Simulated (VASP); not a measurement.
# SiC (C222_1) in VASP: further runs, part 2 of 2

VASP 6.6.1. Earlier steps stand in the parts before.

### 3 Single point, PBE (atoms displaced along a vibrational mode)

File INCAR:

```
SYSTEM = SiC
PREC = Accurate ; ENCUT = 520
EDIFF = 1E-6 ; ISMEAR = 0
SIGMA = 0.05 ; LREAL = .FALSE.
LASPH = .TRUE. ; NELM = 80
ALGO = Normal ; ISIF = 2
LWAVE = .FALSE. ; LCHARG = .FALSE.
GGA = PE ; NBANDS = 16
```

File KPOINTS:

```
Automatic mesh
0
G
  10 10 6
  0 0 0
```

File POSCAR:

```
SiC
1.0
    0.0000000000     -2.1898640950     -2.1898640950
    0.0000000000      2.1898640950     -2.1898640950
    4.3797281900      0.0000000000      0.0000000000
Si C
2 2
Direct
    0.5599352263      0.4400647737      0.5000000000
   -0.0599352263      0.0599352263      0.0000000000
    1.0394000508      0.5394000508      0.2500000000
    0.4605999492     -0.0394000508      0.7500000000
```

Potentials or basis: VASP PAW PBE potentials, release 64 (Si, C).

The run is started by

```console
> cat potpaw_PBE.64/Si/POTCAR potpaw_PBE.64/C/POTCAR > POTCAR
> mpirun -np 1 vasp_std > vasp.out
```

OUTCAR:

```text
SYSTEM = SiC
   PREC = Accurate
   ENCUT = 520
   EDIFF = 1E-6
   ISMEAR = 0
   LREAL = .FALSE.
   LASPH = .TRUE.
   NELM = 80
   ISIF = 2
   GGA = PE

 ion  position               nearest neighbor table
   1  0.560  0.440  0.500-   3 1.87   4 1.87   4 1.97   3 1.97   2 2.75   2 2.75   2 3.14   2 3.14
                             2 3.14   2 3.14
   2  0.940  0.060  0.000-   3 1.87   4 1.87   4 1.97   3 1.97   1 2.75   1 2.75   1 3.14   1 3.14
                             1 3.14   1 3.14
   3  0.039  0.539  0.250-   1 1.87   2 1.87   1 1.97   2 1.97
   4  0.461  0.961  0.750-   1 1.87   2 1.87   1 1.97   2 1.97

  LATTYP: Found a simple tetragonal cell.
 ALAT       =     3.0969355029
 C/A-ratio  =     1.4142135624

  Lattice vectors:

 A1 = (   0.0000000000,  -2.1898640950,  -2.1898640950)
 A2 = (   0.0000000000,   2.1898640950,  -2.1898640950)
 A3 = (   4.3797281900,   0.0000000000,   0.0000000000)

Analysis of symmetry for initial positions (statically):
=====================================================================
 Subroutine PRICEL returns:
 Original cell was already a primitive cell.

 Routine SETGRP: Setting up the symmetry group for a
 simple tetragonal supercell.

 Subroutine GETGRP returns: Found  4 space group operations
 (whereof  2 operations were pure point group operations)
 out of a pool of 16 trial point group operations.

The static configuration has the point symmetry C_2 .
 The point group associated with its full space group is D_2 .

Analysis of symmetry for dynamics (positions and initial velocities):
=====================================================================
 Subroutine PRICEL returns:
 Original cell was already a primitive cell.

 Routine SETGRP: Setting up the symmetry group for a
 simple tetragonal supercell.
[... 122 lines left out ...]
   NUPDOWN=      -1.0000    fix difference up-down
   EMIN   =  10.00;   EMAX   =-10.00  energy-range for DOS
   EFERMI =   0.00;   METHOD = LEGACY
   ISMEAR =     0;   SIGMA  =   0.05  broadening in eV -4-tet -1-fermi 0-gaus
   EFERMI_NEDOS =   21; number of points for ismear=-14 and -15
   IALGO  =     38    algorithm
   IMIX   =      4    mixing-type and parameters
     AMIX     =   0.40;   BMIX     =  1.00
     AMIX_MAG =   1.60;   BMIX_MAG =  1.00
  volume/ion in A,a.u.               =      10.50        70.87
  Fermi-wavevector in a.u.,A,eV,Ry     =   1.186709  2.242555 19.160797  1.408279
  Thomas-Fermi vector in A             =   2.322876
   LORBIT       =      0    0 simple, 1 ext, 2 COOP (PROOUT), +10 PAW based schemes
   GGA     = PE    functional components
   LHFCALC =     F    Hartree Fock is set to
   AEXX    =    0.0000 exact exchange contribution
   IVDW    =     0    specifies the selected vdW correction
   LEPSILON=     F    determine dielectric tensor
   LRPA    =     F    only Hartree local field effects (RPA)
 non-spin polarized calculation
 Gauss-broadening in eV      SIGMA  =   0.05
  energy-cutoff  :      520.00
  volume of cell :       42.01
 maximum number of plane-waves:      1176
   NGX = 11   NGY = 11   NGZ = 17

 number of electron      15.9999998 magnetization

 Free energy of the ion-electron system (eV)
  ---------------------------------------------------
  ext. energy  EPLUGINS =         0.00000000
  ---------------------------------------------------
  free energy    TOTEN  =       -29.05512400 eV

  energy without entropy =      -29.05512400  energy(sigma->0) =      -29.05512400

 E-fermi :   8.4354     XC(G=0): -11.3471

 val. band max:        8.1483238718   @ k =   0.0000   0.0000   0.0000
 cond. band min:       8.9392479399   @ k =   0.5000   0.5000   0.0000
 fundamental gap:      0.7909240681
 Fermi energy:         8.4353855659

 k-point     1 :       0.0000    0.0000    0.0000
  band No.  band energies     occupation
      1      -7.3514      2.00000
      2      -2.4187      2.00000
      3       0.2929      2.00000
      4       4.9030      2.00000
      5       5.1558      2.00000
      6       7.7752      2.00000
[... 433 lines left out ...]
      3       0.9111      2.00000
      4       3.1921      2.00000
      5       3.5273      2.00000
      6       3.7665      2.00000
[... 8 lines left out ...]
     15      19.4213      0.00000
     16      19.8008      0.00000

 [... further k-points ...]
[... 5 lines left out ...]
  --------------------------------------------------------------------------------------
  -------------------------------------------------------------------------------------
  Total        0.8539619     -1.4281992     -0.4938876      0.0000000      0.0000000      0.0000000
  in kB       32.5714875    -54.4738271    -18.8376720      0.0000000      0.0000000      0.0000000
  external PRESSURE =     -13.5800039 kB  Pullay stress =       0.0000000 kB

 VOLUME and BASIS-vectors are now :
 -----------------------------------------------------------------------------
  energy-cutoff  :      520.00
  volume of cell :       42.01
      direct lattice vectors                 reciprocal lattice vectors
     0.000000000 -2.189864095 -2.189864095     0.000000000 -0.228324671 -0.228324671
     0.000000000  2.189864095 -2.189864095     0.000000000  0.228324671 -0.228324671
     4.379728190  0.000000000  0.000000000     0.228324671  0.000000000  0.000000000

 POSITION                                       TOTAL-FORCE (eV/Angst)
 -----------------------------------------------------------------------------------
      2.18986     -0.26250     -2.18986         0.000000      3.266161      0.000000
      0.00000     -1.92736     -2.18986         0.000000     -3.266161      0.000000
      1.09493      1.09493     -1.26749         0.000000      0.000000      1.026415
      3.28480      1.09493     -3.11223         0.000000      0.000000     -1.026415
 -----------------------------------------------------------------------------------
    total drift:                               -0.000000     -0.000000     -0.000000

  FREE ENERGIE OF THE ION-ELECTRON SYSTEM (eV)
  ---------------------------------------------------
  free  energy   TOTEN  =       -29.0551240010 eV

  energy  without entropy=      -29.0551240010  energy(sigma->0) =      -29.05512400
```

stdout:

```text
POSCAR found type information on POSCAR SiC
 POSCAR found :  2 types and       4 ions
 scaLAPACK will be used
 LDA part: xc-table for (Slater+PW92), standard interpolation
 POSCAR, INCAR and KPOINTS ok, starting setup
 FFT: planning ... GRIDC
 FFT: planning ... GRID_SOFT
 FFT: planning ... GRID
 WAVECAR not read
 entering main loop
```

Wall time 54 s (1 thread of Intel Xeon 6455B, shared host); peak memory 0.2 GiB.

What came out:

* Free energy: -29.0551 eV
* Pressure: -1.4 GPa
* Largest force: 3.266 eV/Å
* Band gap on the k mesh: 0.79 eV (least direct gap 1.07 eV)

Forces on the atoms (eV/Å):
```
Si   0.000  3.266  0.000
Si   0.000 -3.266  0.000
C    0.000  0.000  1.026
C    0.000  0.000 -1.026
```

Stress tensor (GPa, compression positive):
```
 3.26  0.00  0.00
 0.00 -5.45  0.00
 0.00  0.00 -1.88
```

Caveat: the cell differs from its parent crystal (atoms displaced along a vibrational mode); forces of over 1 eV/Å act on the atoms, so gaps and moduli don't describe the material at rest.

### 4 Single point, PBE (atoms displaced along a vibrational mode)

File INCAR:

```
SYSTEM = SiC
ALGO = Normal
EDIFF = 1E-6
ENCUT = 520
GGA = PE
ISIF = 2
ISMEAR = 0
LASPH = .TRUE.
LCHARG = .TRUE.
LELF = .TRUE.
LREAL = .FALSE.
LVHAR = .TRUE.
LWAVE = .FALSE.
NBANDS = 16
NELM = 60
PREC = Accurate
SIGMA = 0.05
```

File KPOINTS:

```
k-points
0
G
  10 10 6
  0 0 0
```

File POSCAR:

```
SiC
1.0
    0.0000000000     -2.1898640950     -2.1898640950
    0.0000000000      2.1898640950     -2.1898640950
    4.3797281900      0.0000000000      0.0000000000
Si C
2 2
Direct
    0.5428108759      0.4571891241      0.5000000000
   -0.0428108759      0.0428108759      0.0000000000
    1.0281428934      0.5281428934      0.2500000000
    0.4718571066     -0.0281428934      0.7500000000
```

Potentials or basis: VASP PAW PBE potentials, release 64 (Si, C).

The run is started by

```console
> cat potpaw_PBE.64/Si/POTCAR potpaw_PBE.64/C/POTCAR > POTCAR
> mpirun -np 1 vasp_std > vasp.out
```

OUTCAR:

```text
SYSTEM = SiC
   EDIFF = 1E-6
   ENCUT = 520
   GGA = PE
   ISIF = 2
   ISMEAR = 0
   LASPH = .TRUE.
   LREAL = .FALSE.
   NELM = 60
   PREC = Accurate

 ion  position               nearest neighbor table
   1  0.543  0.457  0.500-   3 1.87   4 1.87   4 1.95   3 1.95   2 2.84   2 2.84   2 3.12   2 3.12
                             2 3.12   2 3.12
   2  0.957  0.043  0.000-   3 1.87   4 1.87   4 1.95   3 1.95   1 2.84   1 2.84   1 3.12   1 3.12
                             1 3.12   1 3.12
   3  0.028  0.528  0.250-   1 1.87   2 1.87   1 1.95   2 1.95
[... 654 lines left out ...]

 [... further k-points ...]
[... 5 lines left out ...]
  --------------------------------------------------------------------------------------
  -------------------------------------------------------------------------------------
  Total        0.4109707     -0.7463804     -0.2815512      0.0000000      0.0000000      0.0000000
  in kB       15.6750857    -28.4681553    -10.7388174      0.0000000      0.0000000      0.0000000
  external PRESSURE =      -7.8439623 kB  Pullay stress =       0.0000000 kB

 VOLUME and BASIS-vectors are now :
 -----------------------------------------------------------------------------
  energy-cutoff  :      520.00
  volume of cell :       42.01
      direct lattice vectors                 reciprocal lattice vectors
     0.000000000 -2.189864095 -2.189864095     0.000000000 -0.228324671 -0.228324671
     0.000000000  2.189864095 -2.189864095     0.000000000  0.228324671 -0.228324671
     4.379728190  0.000000000  0.000000000     0.228324671  0.000000000  0.000000000

 POSITION                                       TOTAL-FORCE (eV/Angst)
 -----------------------------------------------------------------------------------
      2.18986     -0.18750     -2.18986         0.000000      2.425449      0.000000
      0.00000     -2.00236     -2.18986         0.000000     -2.425449      0.000000
      1.09493      1.09493     -1.21819         0.000000      0.000000      0.724284
      3.28480      1.09493     -3.16154         0.000000      0.000000     -0.724284
 -----------------------------------------------------------------------------------
    total drift:                               -0.000000     -0.000000     -0.000000

  FREE ENERGIE OF THE ION-ELECTRON SYSTEM (eV)
  ---------------------------------------------------
  free  energy   TOTEN  =       -29.5697322613 eV

  energy  without entropy=      -29.5697322613  energy(sigma->0) =      -29.56973226
```

stdout:

```text
POSCAR found type information on POSCAR SiC
 POSCAR found :  2 types and       4 ions
 scaLAPACK will be used
 LDA part: xc-table for (Slater+PW92), standard interpolation
 POSCAR, INCAR and KPOINTS ok, starting setup
 FFT: planning ... GRIDC
 FFT: planning ... GRID_SOFT
 FFT: planning ... GRID
 WAVECAR not read
 entering main loop
```

Wall time 58 s (1 thread of Intel Xeon 6455B, shared host); peak memory 0.2 GiB.

What came out:

```
Free energy            : -29.5697 eV
Pressure               : -0.8 GPa
Largest force          : 2.425 eV/Å
Band gap on the k mesh : 1.07 eV (least direct gap 1.21 eV)
```

Forces on the atoms (eV/Å):
```
Si   0.000  2.425  0.000
Si   0.000 -2.425  0.000
C    0.000  0.000  0.724
C    0.000  0.000 -0.724
```

Stress tensor (GPa, compression positive):
```
 1.57  0.00  0.00
 0.00 -2.85  0.00
 0.00  0.00 -1.07
```

Caveat: the cell differs from its parent crystal (atoms displaced along a vibrational mode); forces of over 1 eV/Å act on the atoms, so gaps and moduli don't describe the material at rest.

### 5 Single point, PBE (atoms displaced along a vibrational mode)

File INCAR:

```
SYSTEM = SiC
  ALGO = Normal
  EDIFF = 1E-7
  ENCUT = 520
  GGA = PE
  ISIF = 2
  ISMEAR = 0
  LASPH = .TRUE.
  LCHARG = .FALSE.
  LREAL = .FALSE.
  LWAVE = .FALSE.
  NBANDS = 16
  NELM = 100
  PREC = Accurate
  SIGMA = 0.05
```

KPOINTS is that of step 4.

File POSCAR:

```
SiC
1.0
    0.0000000000     -2.1898640950     -2.1898640950
    0.0000000000      2.1898640950     -2.1898640950
    4.3797281900      0.0000000000      0.0000000000
Si C
2 2
Direct
    0.5256865255      0.4743134745      0.5000000000
   -0.0256865255      0.0256865255      0.0000000000
    1.0168857361      0.5168857361      0.2500000000
    0.4831142639     -0.0168857361      0.7500000000
```

The run is started by

```console
> cat potpaw_PBE.64/Si/POTCAR potpaw_PBE.64/C/POTCAR > POTCAR
> mpirun -np 1 vasp_std > vasp.out
```

It took 68 s on 1 thread of Intel Xeon 6455B, shared host; peak memory 0.2 GiB.

It converged, with:

```
Free energy            : -29.9213 eV
Pressure               : -0.3 GPa
Largest force          : 1.491 eV/Å
Band gap on the k mesh : 1.26 eV (least direct gap 1.31 eV)
```

Forces in eV/Å, atoms in the order of the input:
```
Si   0.000  1.491  0.000
Si   0.000 -1.491  0.000
C    0.000  0.000  0.430
C    0.000  0.000 -0.430
```

Stress tensor (GPa, compression positive):
```
 0.51  0.00  0.00
 0.00 -1.07  0.00
 0.00  0.00 -0.44
```

Levels at points of the mesh, in eV from the valence-band top:
```csv
k point,band 5,band 6,band 7,band 8,band 9,band 10,band 11,band 12
"(0.00, 0.00, 0.00)",-3.12,-0.07,-0.04,0.00,1.31,4.23,5.80,7.19
"(0.50, 0.00, 0.00)",-4.35,-4.28,-1.19,-1.16,5.10,5.72,7.88,8.53
"(0.50, 0.50, 0.00)",-3.18,-3.16,-3.16,-3.14,1.26,1.26,4.14,4.18
"(0.00, 0.00, 0.50)",-1.90,-1.90,-1.89,-1.89,3.90,3.90,6.11,6.11
"(0.50, 0.00, 0.50)",-1.06,-1.06,-1.03,-1.03,5.14,5.14,7.01,7.01
"(0.50, 0.50, 0.50)",-4.96,-4.96,-4.64,-4.64,5.06,5.06,9.00,9.00
```

Caveat: the cell differs from its parent crystal (atoms displaced along a vibrational mode); forces of over 1 eV/Å act on the atoms, so gaps and moduli don't describe the material at rest. A k mesh can miss the band edges.

### 6 Summary

| cell | gap on the mesh (eV) | pressure (GPa) | largest force (eV/Å) |
| --- | --- | --- | --- |
| as given, atomic positions A | 1.32 | -0.2 | 1.00 |
| as given, atomic positions B | 0.79 | -1.4 | 3.27 |
| as given, atomic positions C | 1.07 | -0.8 | 2.43 |
| as given, atomic positions D | 1.26 | -0.3 | 1.49 |

Alike in all rows: task single point; level PBE; potentials or basis VASP PAW PBE potentials, release 64 (Si, C); no spin polarisation; k mesh 10 × 10 × 6; cutoff (eV) 520; smearing gaussian 0.05 eV.

Caveats: forces of over 1 eV/Å act on the atoms, so gaps and moduli don't describe the material at rest.

Absolute energies hang on the potentials; compare differences alone.
